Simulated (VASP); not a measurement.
# C (Fd-3m) in VASP: a series of runs, part 2 of 2

VASP 6.6.1.

## (4) Relaxation of cell and atoms, PBE, target pressure 6 GPa, at which the enthalpy is minimised

INCAR reads:

```
PREC     = Accurate       # precision mode
ENCUT    = 600            # plane-wave cutoff, eV
EDIFF    = 1E-6           # SCF threshold, eV
ISMEAR   = -1             # smearing method
SIGMA    = 0.05           # smearing width, eV
LREAL    = False          # projectors in reciprocal space
LASPH    = True           # aspherical terms in the spheres
NELM     = 60             # most SCF steps
ALGO     = Normal         # electronic algorithm
ISIF     = 3              # what is computed and relaxed
LWAVE    = False          # write WAVECAR
LCHARG   = False          # write CHGCAR
GGA      = PE             # functional
IBRION   = 2              # ionic algorithm
NSW      = 80             # ionic steps
EDIFFG   = -0.02          # ionic threshold
PSTRESS  = 60.0
```

KPOINTS reads:

```
Automatic mesh
0
Gamma
  10 10 10
```

POSCAR reads:

```
C
1.0
    0.0000000000      1.7833700000      1.7833700000
    1.7833700000      0.0000000000      1.7833700000
    1.7833700000      1.7833700000      0.0000000000
C
2
Direct
    0.0000000000      0.0000000000      0.0000000000
    0.2500000000      0.2500000000      0.2500000000
```

Potentials or basis: VASP PAW PBE potentials, release 64 (C).

Command:

```
cat potpaw_PBE.64/C/POTCAR > POTCAR
mpirun -np 1 vasp_std > vasp.out
```

OUTCAR:

```text
PREC = Accurate
   ENCUT = 600
   EDIFF = 1E-6
   ISMEAR = -1
   LREAL = False
   LASPH = True
   NELM = 60
   ISIF = 3
   GGA = PE
   IBRION = 2
   NSW = 80
   EDIFFG = -0.02
   PSTRESS = 60.0

 ion  position               nearest neighbor table
   1  0.000  0.000  0.000-   2 1.54   2 1.54   2 1.54   2 1.54
   2  0.250  0.250  0.250-   1 1.54   1 1.54   1 1.54   1 1.54

  LATTYP: Found a face centered cubic cell.
 ALAT       =     3.5667400000

  Lattice vectors:

 A1 = (   0.0000000000,   1.7833700000,   1.7833700000)
 A2 = (   1.7833700000,   0.0000000000,   1.7833700000)
 A3 = (   1.7833700000,   1.7833700000,   0.0000000000)

Analysis of symmetry for initial positions (statically):
[... 255 lines left out ...]
  ext. energy  EPLUGINS =         0.00000000
  ---------------------------------------------------
  free energy    TOTEN  =       -18.18740178 eV

  energy without entropy =      -18.18740178  energy(sigma->0) =      -18.18740178

 E-fermi :  10.7888     XC(G=0): -13.2981

 val. band max:        9.8654531889   @ k =   0.0000   0.0000   0.0000
 cond. band min:      14.0554361259   @ k =   0.4000   0.4000   0.0000
 fundamental gap:      4.1899829369
 Fermi energy:        10.7888312469

 k-point     1 :       0.0000    0.0000    0.0000
  band No.  band energies     occupation
      1     -11.7382      2.00000
      2       9.8655      2.00000
      3       9.8655      2.00000
      4       9.8655      2.00000
      5      15.4817      0.00000
      6      15.4817      0.00000
      7      15.4817      0.00000
      8      23.4137      0.00000
[... 243 lines left out ...]
 k-point    24 :       0.4000    0.3000    0.0000
  band No.  band energies     occupation
      1      -7.1179      2.00000
      2       1.7752      2.00000
      3       3.8300      2.00000
      4       4.4590      2.00000
      5      14.6828      0.00000
      6      17.9216      0.00000
      7      24.0547      0.00000
      8      24.1192      0.00000

 [... further k-points ...]
[... 5 lines left out ...]
  --------------------------------------------------------------------------------------
  -------------------------------------------------------------------------------------
  Total        0.4206986      0.4206986      0.4206986      0.0000000      0.0000000      0.0000000
  in kB       59.9825411     59.9825411     59.9825411      0.0000000      0.0000000      0.0000000
  external PRESSURE =      -0.0174589 kB  Pullay stress =      60.0000000 kB
[... 21 lines left out ...]
  energy  without entropy=      -18.1874017823  energy(sigma->0) =      -18.18740178

  enthalpy is  TOTEN    =       -17.7665807802 eV   P V=        0.4208210021

 reached required accuracy - stopping structural energy minimisation
```

CONTCAR:

```text
C
   1.00000000000000
     0.0000000000000000    1.7777700314896825    1.7777700314896825
     1.7777700314896825    0.0000000000000000    1.7777700314896825
     1.7777700314896825    1.7777700314896825    0.0000000000000000
  C
     2
Direct
     0.0000000000000000    0.0000000000000000    0.0000000000000000
     0.2500000000000000    0.2500000000000000    0.2500000000000000

  0.00000000E+00  0.00000000E+00  0.00000000E+00
  0.00000000E+00  0.00000000E+00  0.00000000E+00
```

It took 10 s on 1 thread of Intel Xeon Platinum 8259CL at 2.50GHz (Skylake/Cascade Lake), shared host; peak memory 0.11 GiB.

Results:

| Item | Value |
| --- | --- |
| Free energy | -18.1874 eV |
| Relaxed volume | 5.62 Å³/atom |
| Relaxed cell | a = 2.514 Å, b = 2.514 Å, c = 2.514 Å, α = 60.00°, β = 60.00°, γ = 60.00° |
| Space group after relaxing (to 0.05 Å) | Fd-3m (No. 227) |
| Energy change on relaxing (the enthalpy is what falls) | +1.3 meV/atom |
| Ionic steps | 3 |
| Pressure after relaxing | 6.0 GPa |
| Band gap on the k mesh | 4.19 eV, indirect (least direct gap 5.62 eV) |

Step by step:
```csv
step,energy change (eV),largest force (eV/Å),pressure (GPa),volume (Å³)
1,0.0000,0.0000,1.78,11.34
2,0.0101,0.0000,11.70,11.10
3,0.0026,0.0000,6.00,11.24
```

Final structure:
```
C
1.0
     0.00000    1.77777    1.77777
     1.77777    0.00000    1.77777
     1.77777    1.77777    0.00000
C
2
Direct
  0.00000 0.00000 0.00000
  0.25000 0.25000 0.25000
```

Caveat: the cell is relaxed towards a set pressure, so the enthalpy falls and the energy may rise. A k mesh can miss the band edges.

## (5) Relaxation of cell and atoms, PBE, target pressure 8 GPa, at which the enthalpy is minimised

INCAR reads:

```
SYSTEM = C
  PREC = Accurate
  ENCUT = 600
  EDIFF = 1E-7
  ISMEAR = -1
  SIGMA = 0.05
  LREAL = .False.
  LASPH = .True.
  NELM = 80
  ALGO = Normal
  ISIF = 3
  LWAVE = .False.
  LCHARG = .False.
  GGA = PE
  IBRION = 2
  NSW = 80
  EDIFFG = -0.02
  PSTRESS = 80.0
```

KPOINTS reads:

```
regular mesh
0
Gamma
  10 10 10
  0 0 0
```

POSCAR is that of step 4.

Potentials or basis: VASP PAW PBE potentials, release 64 (C).

Command:

```
cat potpaw_PBE.64/C/POTCAR > POTCAR
mpirun -np 1 vasp_std > vasp.out
```

OUTCAR:

```text
SYSTEM = C
   PREC = Accurate
   ENCUT = 600
   EDIFF = 1E-7
   ISMEAR = -1
   LREAL = .False.
   LASPH = .True.
   NELM = 80
   ISIF = 3
   GGA = PE
   IBRION = 2
   NSW = 80
   EDIFFG = -0.02
   PSTRESS = 80.0

 ion  position               nearest neighbor table
   1  0.000  0.000  0.000-   2 1.54   2 1.54   2 1.54   2 1.54
   2  0.250  0.250  0.250-   1 1.54   1 1.54   1 1.54   1 1.54

  LATTYP: Found a face centered cubic cell.
 ALAT       =     3.5667400000

  Lattice vectors:

 A1 = (   0.0000000000,   1.7833700000,   1.7833700000)
 A2 = (   1.7833700000,   0.0000000000,   1.7833700000)
 A3 = (   1.7833700000,   1.7833700000,   0.0000000000)

Analysis of symmetry for initial positions (statically):
=====================================================================
 Subroutine PRICEL returns:
 Original cell was already a primitive cell.

 Routine SETGRP: Setting up the symmetry group for a
 face centered cubic supercell.

 Subroutine GETGRP returns: Found 48 space group operations
 (whereof 24 operations were pure point group operations)
 out of a pool of 48 trial point group operations.

The static configuration has the point symmetry T_d .
 The point group associated with its full space group is O_h .

Analysis of symmetry for dynamics (positions and initial velocities):
=====================================================================
 Subroutine PRICEL returns:
 Original cell was already a primitive cell.

 Routine SETGRP: Setting up the symmetry group for a
 face centered cubic supercell.

 Subroutine GETGRP returns: Found 48 space group operations
 (whereof 24 operations were pure point group operations)
 out of a pool of 48 trial point group operations.

The dynamic configuration has the point symmetry T_d .
 The point group associated with its full space group is O_h .

 Subroutine INISYM returns: Found 48 space group operations
 (whereof 24 operations are pure point group operations),
 and found     1 'primitive' translations
[... 120 lines left out ...]
   GGA     = PE    functional components
   LHFCALC =     F    Hartree Fock is set to
   AEXX    =    0.0000 exact exchange contribution
   IVDW    =     0    specifies the selected vdW correction
   LEPSILON=     F    determine dielectric tensor
   LRPA    =     F    only Hartree local field effects (RPA)
 conjugate gradient relaxation of ions
 non-spin polarized calculation
  energy-cutoff  :      600.00
  volume of cell :       11.34
 maximum number of plane-waves:       388
   NGX =  9   NGY =  9   NGZ =  9

--------------------------------------- Ionic step        1  -------------------------------------------

 number of electron       7.9999999 magnetization

 Free energy of the ion-electron system (eV)
  ---------------------------------------------------
  ext. energy  EPLUGINS =         0.00000000
  ---------------------------------------------------
  free energy    TOTEN  =       -18.18997296 eV

  energy without entropy =      -18.18997296  energy(sigma->0) =      -18.18997296

------------------------ aborting loop because EDIFF is reached ----------------------------------------

  FORCE on cell =-STRESS in cart. coord.  units (eV):
  Direction    XX          YY          ZZ          XY          YZ          ZX
  --------------------------------------------------------------------------------------
  -------------------------------------------------------------------------------------
  Total        0.1260758      0.1260758      0.1260758     -0.0000000     -0.0000000     -0.0000000
  in kB       17.8068909     17.8068909     17.8068909     -0.0000000     -0.0000000     -0.0000000
  external PRESSURE =     -62.1931091 kB  Pullay stress =      80.0000000 kB
[... 63 lines left out ...]
--------------------------------------- Ionic step        3  -------------------------------------------

 number of electron       7.9999999 magnetization

 Free energy of the ion-electron system (eV)
  ---------------------------------------------------
  ext. energy  EPLUGINS =         0.00000000
  ---------------------------------------------------
  free energy    TOTEN  =       -18.18528765 eV

  energy without entropy =      -18.18528765  energy(sigma->0) =      -18.18528765

 E-fermi :  10.8664     XC(G=0): -13.3199

 val. band max:        9.9285797714   @ k =   0.0000   0.0000   0.0000
 cond. band min:      14.1278363218   @ k =   0.4000   0.4000   0.0000
 fundamental gap:      4.1992565503
 Fermi energy:        10.8664001221

 k-point     1 :       0.0000    0.0000    0.0000
  band No.  band energies     occupation
      1     -11.7337      2.00000
      2       9.9286      2.00000
      3       9.9286      2.00000
      4       9.9286      2.00000
      5      15.5567      0.00000
      6      15.5567      0.00000
      7      15.5567      0.00000
      8      23.5768      0.00000
[... 243 lines left out ...]
 k-point    24 :       0.4000    0.3000    0.0000
  band No.  band energies     occupation
      1      -7.0992      2.00000
      2       1.8221      2.00000
      3       3.8686      2.00000
      4       4.4992      2.00000
      5      14.7575      0.00000
      6      18.0014      0.00000
      7      24.1682      0.00000
      8      24.2368      0.00000

 [... further k-points ...]
[... 5 lines left out ...]
  --------------------------------------------------------------------------------------
  -------------------------------------------------------------------------------------
  Total        0.5574541      0.5574541      0.5574541      0.0000000     -0.0000000      0.0000000
  in kB       79.8256882     79.8256882     79.8256882      0.0000000     -0.0000000      0.0000000
  external PRESSURE =      -0.1743118 kB  Pullay stress =      80.0000000 kB
[... 21 lines left out ...]
  energy  without entropy=      -18.1852876485  energy(sigma->0) =      -18.18528765

  enthalpy is  TOTEN    =       -17.6266162194 eV   P V=        0.5586714291

 reached required accuracy - stopping structural energy minimisation
```

OSZICAR:

```text
N       E                     dE             d eps       ncg     rms          rms(c)
DAV:   1     0.104229513348E+01    0.10423E+01   -0.55007E+03   768   0.111E+03
DAV:   2    -0.186826964470E+02   -0.19725E+02   -0.19015E+02  1184   0.120E+02
DAV:   3    -0.188274030431E+02   -0.14471E+00   -0.14471E+00   816   0.129E+01
DAV:   4    -0.188276177873E+02   -0.21474E-03   -0.21474E-03  1032   0.530E-01
[... 19 lines left out ...]
DAV:   2    -0.181857282291E+02    0.10597E-02   -0.85351E-04   832   0.290E-01    0.151E-01
DAV:   3    -0.181852918462E+02    0.43638E-03   -0.86577E-04   816   0.235E-01    0.233E-02
DAV:   4    -0.181852899659E+02    0.18803E-05   -0.16914E-06   760   0.184E-02    0.170E-02
DAV:   5    -0.181852876888E+02    0.22771E-05   -0.36405E-07   904   0.890E-03    0.491E-04
DAV:   6    -0.181852876485E+02    0.40295E-07   -0.14659E-09   384   0.479E-04
   3 F= -.17626616E+02 E0= -.17626616E+02  d E =-.305698E-02
```

CONTCAR:

```text
C
   1.00000000000000
    -0.0000000000000000    1.7752070767089099    1.7752070767089099
     1.7752070767089099    0.0000000000000000    1.7752070767089099
     1.7752070767089099    1.7752070767089099    0.0000000000000000
  C
     2
Direct
     0.0000000000000000    0.0000000000000000    0.0000000000000000
     0.2500000000000000    0.2500000000000000    0.2500000000000000

  0.00000000E+00  0.00000000E+00  0.00000000E+00
  0.00000000E+00  0.00000000E+00  0.00000000E+00
```

Wall time 12 s (1 thread of Intel Xeon Platinum 8259CL at 2.50GHz (Skylake/Cascade Lake), shared host); peak memory 0.11 GiB.

What came out:

```yaml
Free_energy: -18.1853 eV
Relaxed_volume: 5.59 Å³/atom
Relaxed_cell: a = 2.511 Å, b = 2.511 Å, c = 2.511 Å, α = 60.00°, β = 60.00°, γ = 60.00°
Space_group_after_relaxing_to_0.05_Å: Fd-3m (No. 227)
Energy_change_on_relaxing_the_enthalpy_is_what_falls: +2.3 meV/atom
Ionic_steps: 3
Pressure_after_relaxing: 8.0 GPa
Band_gap_on_the_k_mesh: 4.20 eV, indirect (least direct gap 5.63 eV)
```

The path:
```csv
step,energy change (eV),largest force (eV/Å),pressure (GPa),volume (Å³)
1,0.0000,0.0000,1.78,11.34
2,0.0202,0.0000,16.71,10.99
3,0.0047,0.0000,7.98,11.19
```

Final structure:
```
CELL_PARAMETERS angstrom
0.00000 1.77521 1.77521
1.77521 0.00000 1.77521
1.77521 1.77521 0.00000
ATOMIC_POSITIONS crystal
C 0.00000 0.00000 0.00000
C 0.25000 0.25000 0.25000
```

Levels at points of the mesh, in eV from the valence-band top:
```csv
k point,band 2,band 3,band 4,band 5,band 6,band 7
"(0.00, 0.00, 0.00)",0.00,0.00,0.00,5.63,5.63,5.63
"(0.50, 0.00, 0.00)",-13.53,-2.84,-2.84,8.52,8.52,9.04
"(0.50, 0.50, 0.00)",-12.86,-6.38,-6.38,4.79,4.79,17.01
```

Caveat: the cell is relaxed towards a set pressure, so the enthalpy falls and the energy may rise. Expect the measured gap to be larger: semilocal functionals such as PBE lack the derivative discontinuity.

## (6) The runs side by side

```tsv
cell	gap on the mesh (eV)	pressure (GPa)
relaxed to 2 GPa	4.17	1.8
relaxed to 4 GPa	4.18	4.0
relaxed to 6 GPa	4.19	6.0
relaxed to 8 GPa	4.20	8.0
```

Alike in all rows: task relaxation of cell and atoms; level PBE; potentials or basis VASP PAW PBE potentials, release 64 (C); no spin polarisation; k mesh 10 × 10 × 10; cutoff (eV) 600; smearing fermi-dirac 0.05 eV.

Caveats: the cell is relaxed towards a set pressure, so the enthalpy falls and the energy may rise; the relaxation stopped at its first step, so nothing moved (some runs).

Absolute energies hang on the potentials; compare differences alone.
